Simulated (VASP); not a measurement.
# Al15CdN15 (a cell with a defect) in VASP: further runs, part 2 of 2

VASP 6.6.1. Earlier steps stand in the parts before.

### 3 Single point, HSE06

POSCAR

```
Al15CdN15
1.0
    6.2595139128      0.0000000578      0.0000000000
   -3.1297570064      5.4208980350      0.0000000000
    0.0000000000      0.0000000000     10.0348065929
Al Cd N
15 1 15
Direct
    0.3303357980      0.1698610753      0.2393493372
    0.3345020835      0.1661789074      0.7541597458
    0.1649080104      0.3358602713      0.9960135258
    0.3340527024      0.6713856311      0.2499865958
    0.1593946564      0.8175457626      0.5034294329
    0.3338523020      0.6641402043      0.7511896741
    0.1647584837      0.8336508273      1.0007032008
    0.8290862550      0.1662353418      0.2498776335
    0.6830846470      0.3413906743      0.5031149013
    0.8355667522      0.1663776869      0.7511375384
    0.6669055894      0.3358573152      1.0005922603
    0.8305559513      0.6691131745      0.2521430719
    0.6644784108      0.8364922192      0.5009850636
    0.8328201593      0.6682260878      0.7509643032
    0.6657024678      0.8350104429      1.0002835082
    0.2094672420      0.2911843421      0.4855682377
    0.1647227497      0.3364807535      0.1871786915
    0.3331473249      0.1677072854      0.9442028893
    0.1691597667      0.3297871919      0.7059930415
    0.3429841162      0.6895690666      0.4353432774
    0.1631652486      0.8334348207      0.1913454274
    0.3325569303      0.6725720757      0.9416222303
    0.1687320665      0.8324460980      0.6912226610
    0.8109885084      0.1576898740      0.4352244355
    0.6660001044      0.3357962759      0.1913818860
    0.8286259743      0.1684260164      0.9416156246
    0.6685953775      0.3327105912      0.6909783859
    0.8325496456      0.6683977119      0.4418412710
    0.6671337302      0.8330453873      0.1885634546
    0.8317032423      0.6690944248      0.9403231149
    0.6676368382      0.8324175076      0.6914814185
```

INCAR.step1

```
SYSTEM = Al15CdN15
PREC     = Accurate       ! precision mode
ENCUT    = 520            ! plane-wave cutoff, eV
EDIFF    = 1E-5           ! SCF threshold, eV
ISMEAR   = -1             ! smearing method
SIGMA    = 0.01           ! smearing width, eV
LREAL    = Auto         
LASPH    = .TRUE.         ! aspherical terms in the spheres
NELM     = 120            ! most SCF steps
ALGO     = Normal         ! electronic algorithm
ISIF     = 2              ! what is computed and relaxed
LWAVE    = .TRUE.         ! write WAVECAR
LCHARG   = .FALSE.        ! write CHGCAR
NBANDS   = 87             ! bands
GGA      = PE             ! functional
GGA_COMPAT= .FALSE.      
ISYM     = -1
```

INCAR.step2

```
SYSTEM = Al15CdN15
PREC     = Accurate       ! precision mode
ENCUT    = 520            ! plane-wave cutoff, eV
EDIFF    = 1E-6           ! SCF threshold, eV
ISMEAR   = -1             ! smearing method
SIGMA    = 0.01           ! smearing width, eV
LREAL    = Auto         
LASPH    = .TRUE.         ! aspherical terms in the spheres
NELM     = 120            ! most SCF steps
ALGO     = Normal         ! electronic algorithm
ISIF     = 2              ! what is computed and relaxed
LWAVE    = .FALSE.        ! write WAVECAR
LCHARG   = .FALSE.        ! write CHGCAR
GGA      = PE             ! functional
LHFCALC  = .TRUE.         ! exact exchange
HFSCREEN = 0.2079         ! screening, 1/A
PRECFOCK = Fast         
NBANDS   = 87             ! bands
ISTART   = 1            
GGA_COMPAT= .FALSE.      
ISYM     = -1
```

KPOINTS

```
explicit points
1
Reciprocal
  0.25000000   0.25000000   0.25000000 1
```

Potentials or basis: VASP PAW PBE potentials, release 64 (Al, Cd, N).

On the command line:

```sh
cat potpaw_PBE.64/Al/POTCAR potpaw_PBE.64/Cd/POTCAR potpaw_PBE.64/N/POTCAR > POTCAR
cp INCAR.step1 INCAR
mpirun -np 1 vasp_std > vasp.out
cp INCAR.step2 INCAR
mpirun -np 1 vasp_std > vasp.out
```

OUTCAR:

```text
SYSTEM = Al15CdN15
   PREC = Accurate
   ENCUT = 520
   EDIFF = 1E-6
   ISMEAR = -1
   LREAL = Auto
   LASPH = .TRUE.
   NELM = 120
   ISIF = 2
   GGA = PE
   LHFCALC = .TRUE.
   HFSCREEN = 0.2079
   PRECFOCK = Fast
   ISTART = 1
   ISYM = -1

 ion  position               nearest neighbor table
   1  0.330  0.170  0.239-  17 1.88  25 1.88  21 1.89  16 2.80   7 3.01  11 3.01   3 3.03   8 3.13
                             4 3.13  12 3.13   4 3.13  12 3.13   8 3.14   9 3.27   5 3.27
   2  0.335  0.166  0.754-  19 1.85  18 1.91  23 1.92  27 1.92  16 3.02   3 3.05  11 3.06   7 3.06
                             6 3.12  10 3.12  14 3.13  14 3.13  10 3.14   6 3.14   5 3.15   9 3.15
   3  0.165  0.336  0.996-  18 1.90  26 1.90  22 1.91  17 1.92   1 3.03   6 3.03  10 3.04   2 3.05
                             7 3.12  11 3.12  15 3.13  15 3.13   4 3.13   8 3.13  11 3.14   7 3.14
   4  0.334  0.671  0.250-  20 1.86  21 1.90  29 1.91  17 1.92   7 3.08   5 3.08  15 3.08  13 3.09
                             8 3.10  12 3.12   1 3.13   3 3.13   1 3.13  12 3.14   8 3.16  16 3.16
   5  0.159  0.818  0.503-  20 1.83  28 1.88  23 1.89  16 2.83   9 2.98  14 3.05   6 3.06   4 3.08
                            12 3.09  13 3.10   2 3.15  13 3.16   1 3.27   9 3.28  16 3.47
   6  0.334  0.664  0.751-  19 1.87  23 1.91  31 1.91  22 1.91   3 3.03   5 3.06  15 3.08  13 3.09
                             7 3.10  14 3.11  10 3.12   2 3.12   2 3.14  10 3.14  14 3.15  16 3.37
[... 291 lines left out ...]
     78      13.2717      0.00000
 [bands above 78 left out]

------------------------ aborting loop because EDIFF is reached ----------------------------------------

  FORCE on cell =-STRESS in cart. coord.  units (eV):
  Direction    XX          YY          ZZ          XY          YZ          ZX
  --------------------------------------------------------------------------------------
  -------------------------------------------------------------------------------------
  Total       -8.0862389    -12.4680261      0.9220444     -3.6717117     -0.7848224      1.8630766
  in kB      -38.0483909    -58.6661286      4.3385194    -17.2766009     -3.6928451      8.7663829
  external PRESSURE =     -30.7920000 kB  Pullay stress =       0.0000000 kB

 VOLUME and BASIS-vectors are now :
 -----------------------------------------------------------------------------
  energy-cutoff  :      520.00
  volume of cell :      340.50
      direct lattice vectors                 reciprocal lattice vectors
     6.259513913  0.000000058  0.000000000     0.159756813  0.092235641  0.000000000
    -3.129757006  5.420898035  0.000000000    -0.000000002  0.184471279  0.000000000
     0.000000000  0.000000000 10.034806593     0.000000000  0.000000000  0.099653141

 POSITION                                       TOTAL-FORCE (eV/Angst)
 -----------------------------------------------------------------------------------
      1.53612      0.92080      2.40182         0.018088     -0.020810     -0.204080
      1.57372      0.90084      7.56785        -0.079879      0.041539      0.089877
     -0.01892      1.82066      9.99480         0.012060      0.001161     -0.005185
     -0.01027      3.63951      2.50857        -0.008803      0.026442      0.037617
     -1.56099      4.43183      5.05182         0.098181     -0.255215      0.045697
      0.01116      3.60024      7.53804        -0.015607     -0.056145      0.045681
[... 23 lines left out ...]
      3.11196      3.62709      9.43596        -0.028750      0.011604     -0.018784
      1.57382      4.51245      6.93888         0.024383     -0.007555     -0.038840
 -----------------------------------------------------------------------------------
    total drift:                               -0.002630      0.003349      0.039321

  FREE ENERGIE OF THE ION-ELECTRON SYSTEM (eV)
  ---------------------------------------------------
  free  energy   TOTEN  =      -262.3446810312 eV

  energy  without entropy=     -262.3446810312  energy(sigma->0) =     -262.34468103
```

OUTCAR.step1:

```text
SYSTEM = Al15CdN15
   PREC = Accurate
   ENCUT = 520
   EDIFF = 1E-5
   ISMEAR = -1
   LREAL = Auto
   LASPH = .TRUE.
[... 330 lines left out ...]
      0.01116      3.60024      7.53804        -0.006959     -0.007299      0.009057
[... 23 lines left out ...]
      3.11196      3.62709      9.43596        -0.022096      0.009201     -0.002008
      1.57382      4.51245      6.93888         0.009567     -0.000509     -0.010739
 -----------------------------------------------------------------------------------
    total drift:                               -0.004269      0.005041      0.024135

  FREE ENERGIE OF THE ION-ELECTRON SYSTEM (eV)
  ---------------------------------------------------
  free  energy   TOTEN  =      -222.4394530944 eV

  energy  without entropy=     -222.4394530944  energy(sigma->0) =     -222.43945309
```

OSZICAR.step1:

```text
N       E                     dE             d eps       ncg     rms          rms(c)
DAV:   1     0.626738575971E+03    0.62674E+03   -0.62559E+04   174   0.138E+03
DAV:   2    -0.191836485280E+03   -0.81858E+03   -0.78935E+03   213   0.292E+02
DAV:   3    -0.258250458436E+03   -0.66414E+02   -0.65963E+02   212   0.863E+01
DAV:   4    -0.259319710052E+03   -0.10693E+01   -0.10666E+01   212   0.122E+01
DAV:   5    -0.259340426047E+03   -0.20716E-01   -0.20700E-01   212   0.162E+00    0.338E+01
DAV:   6    -0.222239012397E+03    0.37101E+02   -0.15557E+02   236   0.502E+01    0.135E+01
DAV:   7    -0.222639048972E+03   -0.40004E+00   -0.87514E+00   196   0.110E+01    0.902E+00
DAV:   8    -0.222487173235E+03    0.15188E+00   -0.12549E+00   204   0.453E+00    0.249E+00
DAV:   9    -0.222440018972E+03    0.47154E-01   -0.28053E-01   212   0.201E+00    0.106E+00
DAV:  10    -0.222437396940E+03    0.26220E-02   -0.90786E-02   196   0.101E+00    0.480E-01
DAV:  11    -0.222438995681E+03   -0.15987E-02   -0.10169E-02   204   0.445E-01    0.254E-01
DAV:  12    -0.222439344397E+03   -0.34872E-03   -0.24766E-03   196   0.194E-01    0.841E-02
DAV:  13    -0.222439450174E+03   -0.10578E-03   -0.83218E-04   204   0.109E-01    0.393E-02
DAV:  14    -0.222439453094E+03   -0.29204E-05   -0.86572E-05   204   0.422E-02
   1 F= -.22243945E+03 E0= -.22243945E+03  d E =-.941350E-13
```

Run time: 3.5 min. Hardware: 1 thread of Intel Xeon Platinum 8488C (Sapphire Rapids), shared host; peak memory 0.57 GiB.

Results:

```
Free energy            : -262.3447 eV
Pressure               : -3.1 GPa
Largest force          : 0.282 eV/Å
Band gap on the k mesh : 4.24 eV
```

Forces in eV/Å, atoms in the order of the input:
```
Al   0.018 -0.021 -0.204
Al  -0.080  0.042  0.090
Al   0.012  0.001 -0.005
Al  -0.009  0.026  0.038
Al   0.098 -0.255  0.046
Al  -0.016 -0.056  0.046
Al   0.038 -0.008  0.006
Al  -0.023 -0.002  0.037
Al   0.272  0.038  0.063
Al   0.043  0.038  0.045
Al   0.033 -0.023  0.011
Al  -0.003  0.003 -0.048
Al  -0.104  0.054 -0.018
Al  -0.027  0.013  0.052
Al   0.007 -0.002  0.008
Cd  -0.221  0.131  0.043
N    0.032 -0.022  0.049
N   -0.005 -0.005 -0.011
N    0.075 -0.033  0.060
N    0.000  0.116 -0.058
N    0.008  0.040  0.000
N   -0.025 -0.005  0.004
N   -0.010  0.017 -0.080
N   -0.092 -0.059 -0.061
N   -0.032 -0.010  0.006
N   -0.028  0.016  0.003
N   -0.012  0.000 -0.073
N    0.023 -0.023  0.008
N    0.031 -0.018  0.002
N   -0.029  0.012 -0.019
N    0.024 -0.008 -0.039
```

Levels at points of the mesh, in eV from the valence-band top:
```
           k point  band 62  band 63  band 64  band 65  band 66  band 67  band 68  band 69  band 70  band 71
(0.25, 0.25, 0.25)    -1.59    -1.53    -1.25    -0.54     0.00     4.24     4.71     5.61     6.26     6.87
```

Caveat: the PAW data sets were made with another functional, which shifts forces and pressure a little.

### 4 Single point, HSE06

POSCAR

```
Al15CdN15
1.0
    6.2595139128      0.0000000578      0.0000000000
   -3.1297570064      5.4208980350      0.0000000000
    0.0000000000      0.0000000000     10.0348065929
Al Cd N
15 1 15
Direct
    0.3322701658      0.1690879008      0.1877054376
    0.3375370930      0.1634744910      0.7613720192
    0.1616873844      0.3403317070      0.9952248257
    0.3370462938      0.6758561097      0.2465099085
    0.1457532093      0.7878454381      0.5122406184
    0.3403966755      0.6660002378      0.7542303886
    0.1588904063      0.8223349664      0.9980035645
    0.8256120905      0.1644387985      0.2464487021
    0.7145827530      0.3562243754      0.5123477938
    0.8355096716      0.1608298112      0.7543587980
    0.6794388893      0.3429192881      0.9982859128
    0.8308170009      0.6703959257      0.2484808663
    0.6636745088      0.8383325506      0.5037357515
    0.8315862359      0.6700301001      0.7534678168
    0.6667416926      0.8348172623      1.0014046626
    0.1823510913      0.3201539436      0.4937827418
    0.1638500534      0.3377153594      0.1910192760
    0.3339313180      0.1679221198      0.9551399409
    0.1743222719      0.3266585316      0.7092600395
    0.3494455493      0.7042933478      0.4324971345
    0.1612206678      0.8297301456      0.1892245473
    0.3342166779      0.6719068116      0.9412954804
    0.1707002158      0.8324968557      0.6933396778
    0.7978507707      0.1524171951      0.4324463366
    0.6713782986      0.3398837312      0.1893210255
    0.8297962685      0.1676477093      0.9414976635
    0.6685805242      0.3305008453      0.6934170025
    0.8305718238      0.6708296133      0.4416264885
    0.6678740324      0.8334752469      0.1885110438
    0.8311145465      0.6705247195      0.9392802296
    0.6690080853      0.8323303106      0.6910662243
```

INCAR.step1

```
PREC = Accurate
ENCUT = 520
EDIFF = 1E-5
ISMEAR = -1
SIGMA = 0.01
LREAL = Auto
LASPH = True
NELM = 120
ALGO = Normal
ISIF = 2
LWAVE = True
LCHARG = False
GGA = PE
NELECT = 130.0
NBANDS = 87
GGA_COMPAT = False
ISYM = -1
```

INCAR.step2

```
PREC = Accurate
ENCUT = 520
EDIFF = 1E-6
ISMEAR = -1
SIGMA = 0.01
LREAL = Auto
LASPH = True
NELM = 120
ALGO = Normal
ISIF = 2
LWAVE = False
LCHARG = False
GGA = PE
LHFCALC = True
HFSCREEN = 0.2079
PRECFOCK = Fast
ISTART = 1
NELECT = 130.0
NBANDS = 87
GGA_COMPAT = False
ISYM = -1
```

KPOINTS is that of step 3.

On the command line:

```sh
cat potpaw_PBE.64/Al/POTCAR potpaw_PBE.64/Cd/POTCAR potpaw_PBE.64/N/POTCAR > POTCAR
cp INCAR.step1 INCAR
mpirun -np 1 vasp_std > vasp.out
cp INCAR.step2 INCAR
mpirun -np 1 vasp_std > vasp.out
```

It took 4.4 min on 1 thread of Intel Xeon Platinum 8488C (Sapphire Rapids), shared host; peak memory 0.56 GiB.

The run converged. Its results:

* Free energy: -275.2753 eV
* Largest force: 0.344 eV/Å

Forces on the atoms (eV/Å):
```
Al  -0.012  0.004 -0.229
Al  -0.085  0.058  0.064
Al  -0.031  0.006 -0.010
Al  -0.009  0.027 -0.027
Al   0.129 -0.296  0.118
Al   0.005 -0.080  0.135
Al   0.041 -0.015  0.013
Al  -0.024 -0.002 -0.026
Al   0.314  0.030  0.123
Al   0.056  0.040  0.135
Al   0.031 -0.032 -0.001
Al  -0.004  0.006 -0.092
Al  -0.093  0.055 -0.013
Al  -0.024  0.003  0.105
Al  -0.029  0.023  0.011
Cd  -0.238  0.132  0.117
N    0.077 -0.042  0.004
N   -0.001 -0.002  0.005
N    0.031 -0.014 -0.059
N   -0.084  0.050  0.046
N   -0.001  0.056 -0.014
N   -0.026  0.001 -0.022
N   -0.020 -0.011 -0.186
N   -0.078  0.046  0.044
N   -0.045 -0.029 -0.017
N   -0.006  0.018 -0.030
N    0.006  0.031 -0.192
N    0.067 -0.033  0.089
N    0.011 -0.007  0.014
N    0.025 -0.013 -0.036
N    0.019 -0.011 -0.071
```

Levels at points of the mesh, in eV from the Fermi level:
| k point | band 63 | band 64 | band 65 | band 66 | band 67 | band 68 |
| --- | --- | --- | --- | --- | --- | --- |
| (0.25, 0.25, 0.25) | -1.02 | -0.83 | -0.31 | 2.11 | 5.00 | 5.80 |

Caveat: the cell carries a net charge on a neutralising background, which shifts energy and pressure; the cell is charged against a uniform background, so pressure and absolute levels hang on convention; the PAW data sets were made with another functional, which shifts forces and pressure a little.
